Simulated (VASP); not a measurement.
Here is a VASP 6.6.1 calculation.

The input INCAR:

```
PREC = Accurate
ENCUT = 500
EDIFF = 1E-6
ISMEAR = -1
SIGMA = 0.0816
LREAL = False
LASPH = True
NELM = 120
ALGO = Normal
ISIF = 2
LWAVE = False
LCHARG = False
GGA = PE
NBANDS = 12
GGA_COMPAT = False
```

Contents of KPOINTS:

```
Automatic mesh
0
Gamma
  8 8 8
```

The input POSCAR:

```
As
1.0
    1.9487904646     -1.1251346993      3.4428631540
    0.0000000000      2.2502693986      3.4428631540
   -1.9487904646     -1.1251346993      3.4428631540
As
2
Direct
    0.2320000000      0.2320000000      0.2320000000
    0.7680000000      0.7680000000      0.7680000000
```

Potentials or basis: VASP PAW PBE potentials, release 64 (As).

Run with:

```console
$ cat potpaw_PBE.64/As/POTCAR > POTCAR
$ mpirun -np 1 vasp_std > vasp.out
```

Predict the band gap on the k mesh.

zero (bands 5 and 6 overlap by 0.30 eV).

What does it give for the pressure?

-3.0 GPa.

What does it give for the largest force?

0.616 eV/Å.

Stress tensor (GPa, compression positive):
```
-3.45  0.00  0.00
 0.00 -3.45  0.00
 0.00  0.00 -2.22
```

Caveat: the cell stands under tension.
